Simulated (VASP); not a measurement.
# Cs (Pm-3m) in VASP: a series of runs, part 2 of 2

VASP 6.6.1. Earlier steps stand in the parts before.

### 3 Relaxation of cell and atoms, LDA, target pressure 0.061 GPa, at which the enthalpy is minimised

Contents of INCAR:

```
  ALGO = Normal
  EDIFF = 1E-7
  EDIFFG = -0.005
  ENCUT = 500
  GGA = CA
  GGA_COMPAT = F
  IBRION = 2
  ISIF = 3
  ISMEAR = -1
  LASPH = T
  LCHARG = F
  LREAL = F
  LWAVE = F
  NELM = 120
  NELMIN = 4
  NSW = 60
  PREC = Accurate
  PSTRESS = 0.61
  SIGMA = 0.1
```

Contents of KPOINTS:

```
k-points
0
Gamma
  8 8 8
```

Contents of POSCAR:

```
Cs
1.0
    4.6554695265      0.0000000000      0.0000000000
    0.0000000000      4.6554695265      0.0000000000
    0.0000000000      0.0000000000      4.6554695265
Cs
1
Direct
    0.0000000000      0.0000000000      0.0000000000
```

Potentials or basis: VASP PAW LDA potentials, release 64 (Cs_sv).

The run is started by

```bash
$ cat potpaw_LDA.64/Cs_sv/POTCAR > POTCAR
$ mpirun -np 1 vasp_std > vasp.out
```

OUTCAR:

```text
EDIFF = 1E-7
   EDIFFG = -0.005
   ENCUT = 500
   GGA = CA
   IBRION = 2
   ISIF = 3
   ISMEAR = -1
   LASPH = T
   LREAL = F
   NELM = 120
   NELMIN = 4
   NSW = 60
   PREC = Accurate
   PSTRESS = 0.61

 ion  position               nearest neighbor table
   1  0.000  0.000  0.000-

  LATTYP: Found a simple cubic cell.
 ALAT       =     4.6554695265

  Lattice vectors:

 A1 = (   4.6554695265,   0.0000000000,   0.0000000000)
 A2 = (   0.0000000000,   4.6554695265,   0.0000000000)
 A3 = (   0.0000000000,   0.0000000000,   4.6554695265)

Analysis of symmetry for initial positions (statically):
=====================================================================
 Subroutine PRICEL returns:
 Original cell was already a primitive cell.

 Routine SETGRP: Setting up the symmetry group for a
 simple cubic supercell.

 Subroutine GETGRP returns: Found 48 space group operations
 (whereof 48 operations were pure point group operations)
 out of a pool of 48 trial point group operations.

The static configuration has the point symmetry O_h .

[... 166 lines left out ...]
  -------------------------------------------------------------------------------------
  Total        0.0466431      0.0466431      0.0466431     -0.0000000      0.0000000      0.0000000
  in kB        0.7406404      0.7406404      0.7406404     -0.0000000      0.0000000      0.0000000
  external PRESSURE =       0.1306404 kB  Pullay stress =       0.6100000 kB
[... 61 lines left out ...]
--------------------------------------- Ionic step        3  -------------------------------------------

 number of electron       9.0000000 magnetization

 Free energy of the ion-electron system (eV)
  ---------------------------------------------------
  ext. energy  EPLUGINS =         0.00000000
  ---------------------------------------------------
  free energy    TOTEN  =        -0.90935727 eV

  energy without entropy =       -0.86702724  energy(sigma->0) =       -0.88819226

 E-fermi :   0.6518     XC(G=0):  -5.8622

 val. band max:        0.5955909543   @ k =   0.3750   0.2500   0.1250
 cond. band min:       0.7656147210   @ k =   0.5000   0.1250   0.1250
 fundamental gap:      0.1700237668
 Fermi energy:         0.6517956432

 k-point     1 :       0.0000    0.0000    0.0000
  band No.  band energies     occupation
      1     -23.2846      2.00000
      2      -9.9500      2.00000
      3      -9.9500      2.00000
      4      -9.9500      2.00000
      5      -1.1644      2.00000
      6       1.8404      0.00001
      7       1.8404      0.00001
      8       5.3889      0.00000
[... 243 lines left out ...]
 k-point    24 :       0.5000    0.3750    0.1250
  band No.  band energies     occupation
      1     -23.2509      2.00000
      2     -10.2298      2.00000
      3     -10.1803      2.00000
      4      -9.9423      2.00000
      5       0.9381      0.10806
      6       1.7940      0.00002
      7       2.7001      0.00000
      8       2.9400      0.00000

 [... further k-points ...]

------------------------ aborting loop because EDIFF is reached ----------------------------------------

  FORCE on cell =-STRESS in cart. coord.  units (eV):
  Direction    XX          YY          ZZ          XY          YZ          ZX
  --------------------------------------------------------------------------------------
  -------------------------------------------------------------------------------------
  Total        0.0410297      0.0410297      0.0410297     -0.0000000      0.0000000     -0.0000000
  in kB        0.6484134      0.6484134      0.6484134     -0.0000000      0.0000000     -0.0000000
  external PRESSURE =       0.0384134 kB  Pullay stress =       0.6100000 kB
[... 20 lines left out ...]
  energy  without entropy=       -0.8670272402  energy(sigma->0) =       -0.88819226

  enthalpy is  TOTEN    =        -0.8707582267 eV   P V=        0.0385990460

 reached required accuracy - stopping structural energy minimisation
```

OSZICAR:

```text
N       E                     dE             d eps       ncg     rms          rms(c)
DAV:   1     0.509241171722E+02    0.50924E+02   -0.29506E+03   560   0.767E+02
DAV:   2     0.296415537604E+01   -0.47960E+02   -0.47268E+02   768   0.122E+02
DAV:   3    -0.866373448589E+00   -0.38305E+01   -0.38293E+01   584   0.429E+01
[... 18 lines left out ...]
DAV:   2    -0.909521429179E+00    0.54404E-03   -0.80284E-04   568   0.178E-01    0.493E-02
DAV:   3    -0.909359880460E+00    0.16155E-03   -0.62006E-04   576   0.148E-01    0.946E-03
DAV:   4    -0.909357815134E+00    0.20653E-05   -0.25747E-06   672   0.147E-02    0.546E-03
DAV:   5    -0.909357313121E+00    0.50201E-06   -0.66135E-07   656   0.605E-03    0.800E-04
DAV:   6    -0.909357272708E+00    0.40413E-07   -0.21981E-08   336   0.141E-03
   3 F= -.87075823E+00 E0= -.84959321E+00  d E =-.247882E-04
```

It took 43 s on 1 thread of Intel Xeon 8259CL, shared host; peak memory 0.18 GiB.

Results:

```
Free energy                                                : -0.9094 eV
Relaxed volume                                             : 101.38 Å³/atom
Relaxed cell                                               : a = 4.663 Å, b = 4.663 Å, c = 4.663 Å, α = 90.00°, β = 90.00°, γ = 90.00°
Space group after relaxing (to 0.1 Å)                      : Pm-3m (No. 221)
Energy change on relaxing (the run minimises the enthalpy) : -0.2 meV/atom
Ionic steps                                                : 3
Pressure after relaxing                                    : 0.1 GPa
Band gap on the k mesh                                     : zero (an odd number of electrons rules out a gap without spin polarisation)
```

The path:
| step | energy change (eV) | largest force (eV/Å) | pressure (GPa) | volume (Å³) |
| --- | --- | --- | --- | --- |
| 1 | 0.0000 | 0.0000 | 0.07 | 100.90 |
| 2 | -0.0001 | 0.0000 | 0.07 | 101.02 |
| 3 | -0.0002 | 0.0000 | 0.06 | 101.38 |

Final structure:
```
Cs
1.0
     4.66286    0.00000    0.00000
     0.00000    4.66286    0.00000
     0.00000    0.00000    4.66286
Cs
1
Direct
  0.00000 0.00000 0.00000
```

Levels at points of the mesh, in eV from the Fermi level:
| k point | band 1 | band 2 | band 3 | band 4 | band 5 | band 6 | band 7 | band 8 |
| --- | --- | --- | --- | --- | --- | --- | --- | --- |
| (0.00, 0.00, 0.00) | -23.94 | -10.60 | -10.60 | -10.60 | -1.82 | 1.19 | 1.19 | 4.74 |
| (0.50, 0.00, 0.00) | -23.92 | -10.93 | -10.57 | -10.57 | -0.26 | 0.62 | 1.66 | 3.01 |
| (0.50, 0.50, 0.00) | -23.90 | -10.88 | -10.88 | -10.54 | 0.13 | 1.19 | 2.45 | 2.45 |
| (0.50, 0.50, 0.50) | -23.89 | -10.84 | -10.84 | -10.84 | 0.94 | 0.94 | 0.94 | 3.26 |

Caveat: the cell is relaxed towards a set pressure, so the run minimises the enthalpy, not the energy; spin-orbit coupling is left out, which moves the levels of the heavy elements.

### 4 Relaxation of cell and atoms, LDA, target pressure 0.061 GPa, at which the enthalpy is minimised

Contents of INCAR:

```
ALGO = Normal ; EDIFF = 1E-7
EDIFFG = -0.005 ; ENCUT = 500
GGA_COMPAT = False ; IBRION = 2
ISIF = 3 ; ISMEAR = -1
LASPH = True ; LCHARG = False
LREAL = False ; LWAVE = False
NELM = 120 ; NELMIN = 4
NSW = 32 ; PREC = Accurate
PSTRESS = 0.61 ; SIGMA = 0.1
```

KPOINTS is that of step 3.

POSCAR is that of step 3.

The run is started by

```bash
$ cat potpaw_LDA.64/Cs_sv/POTCAR > POTCAR
$ mpirun -np 1 vasp_std > vasp.out
```

Wall time 51 s (1 thread of Intel Xeon 8259CL, shared host); peak memory 0.18 GiB.

The run converged. Its results:

```yaml
Free_energy: -0.9094 eV
Relaxed_volume: 101.38 Å³/atom
Relaxed_cell: a = 4.663 Å, b = 4.663 Å, c = 4.663 Å, α = 90.00°, β = 90.00°, γ = 90.00°
Space_group_after_relaxing_to_0.1_Å: Pm-3m (No. 221)
Energy_change_on_relaxing_the_run_minimises_the_enthalpy: -0.2 meV/atom
Ionic_steps: 3
Pressure_after_relaxing: 0.1 GPa
Band_gap_on_the_k_mesh: zero (an odd number of electrons rules out a gap without spin polarisation)
```

The path:
| step | energy change (eV) | largest force (eV/Å) | pressure (GPa) | volume (Å³) |
| --- | --- | --- | --- | --- |
| 1 | 0.0000 | 0.0000 | 0.07 | 100.90 |
| 2 | -0.0001 | 0.0000 | 0.07 | 101.02 |
| 3 | -0.0002 | 0.0000 | 0.06 | 101.38 |

Final structure:
```xyz
1
Lattice="4.6629 0.0000 0.0000 0.0000 4.6629 0.0000 0.0000 0.0000 4.6629" Properties=species:S:1:pos:R:3 pbc="T T T"
Cs    0.0000    0.0000    0.0000
```

Levels at points of the mesh, in eV from the Fermi level:
| k point | band 1 | band 2 | band 3 | band 4 | band 5 | band 6 | band 7 | band 8 |
| --- | --- | --- | --- | --- | --- | --- | --- | --- |
| (0.00, 0.00, 0.00) | -23.94 | -10.60 | -10.60 | -10.60 | -1.82 | 1.19 | 1.19 | 4.74 |
| (0.50, 0.00, 0.00) | -23.92 | -10.93 | -10.57 | -10.57 | -0.26 | 0.62 | 1.66 | 3.01 |
| (0.50, 0.50, 0.00) | -23.90 | -10.88 | -10.88 | -10.54 | 0.13 | 1.19 | 2.45 | 2.45 |
| (0.50, 0.50, 0.50) | -23.89 | -10.84 | -10.84 | -10.84 | 0.94 | 0.94 | 0.94 | 3.26 |

Caveat: the cell is relaxed towards a set pressure, so the run minimises the enthalpy, not the energy; spin-orbit coupling is left out, which moves the levels of the heavy elements.
